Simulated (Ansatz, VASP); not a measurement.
# One calculation of AlP, two programs

Contents of INCAR:

```
SYSTEM = AlP
  PREC = Accurate
  ENCUT = 500
  EDIFF = 1E-6
  ISMEAR = 0
  SIGMA = 0.02
  LREAL = .False.
  LASPH = .True.
  NELM = 120
  ALGO = Normal
  ISIF = 2
  LWAVE = .False.
  LCHARG = .True.
  GGA = PE
  LELF = .True.
  LVHAR = .True.
  NBANDS = 11
  GGA_COMPAT = .False.
```

KPOINTS

```
Automatic mesh
0
Gamma
  8 8 8
  0 0 0
```

File POSCAR:

```
AlP
1.0
    0.0000000000      2.7350000000      2.7350000000
    2.7350000000      0.0000000000      2.7350000000
    2.7350000000      2.7350000000      0.0000000000
Al P
1 1
Direct
    0.0000000000      0.0000000000      0.0000000000
    0.2500000000      0.2500000000      0.2500000000
```

Input for Ansatz:

```yaml
crystal:
  lattice:
    - [0.0, 2.735, 2.735]
    - [2.735, 0.0, 2.735]
    - [2.735, 2.735, 0.0]
  atoms:
    - { symbol: Al, position: [0.0, 0.0, 0.0] }
    - { symbol: P, position: [0.25, 0.25, 0.25] }
basis:
  ecutwfc: 420
kpoints:
  mp_grid: { grid: [8, 8, 8] }
  band_path:
    path:
      - [[0.0, 0.0, 0.0], [-0.5, -0.5, 0.0], [-0.375, -0.375, 0.25]]
      - [[-0.375, 0.0, 0.375], [0.0, 0.0, 0.0], [0.0, 0.0, 0.5], [-0.5, -0.25, 0.25], [-0.5, -0.5, 0.0]]
    npoints: 10
hamiltonian:
  xc: pbe
  pseudopotentials: { kind: paw, azcp: { folder: soft_1 } }
scf:
  occupations: { method: gaussian, width: 0.02 }
  n_extra_bands: 7
output:
  forces: true
  stress: true
  eigenvalues: true
```

Alike in both runs: task single point; functional PBE; k mesh 8 × 8 × 8; occupations gaussian, width 0.02 eV; no spin polarisation.

|  | VASP | Ansatz |
| --- | --- | --- |
| version | VASP 6.6.1 | Ansatz 0.2.0 |
| potentials or method | VASP PAW PBE potentials, release 64 (Al, P), cutoff 500 eV | scalar-relativistic, plane waves, PAW |
| valence electrons in the cell | 8 | 8 |

|  | VASP | Ansatz | Ansatz less VASP |
| --- | --- | --- | --- |
| gap on the k mesh at the Fermi level (eV) | 1.59 | 1.59 | +0.002 |
| least direct gap on the mesh (eV) | 3.26 | 3.26 | +0.003 |
| pressure (GPa) | 1.7 | 1.8 | +0.08 |

The functional is the same, so the differences come from potentials, cutoffs and numerics.
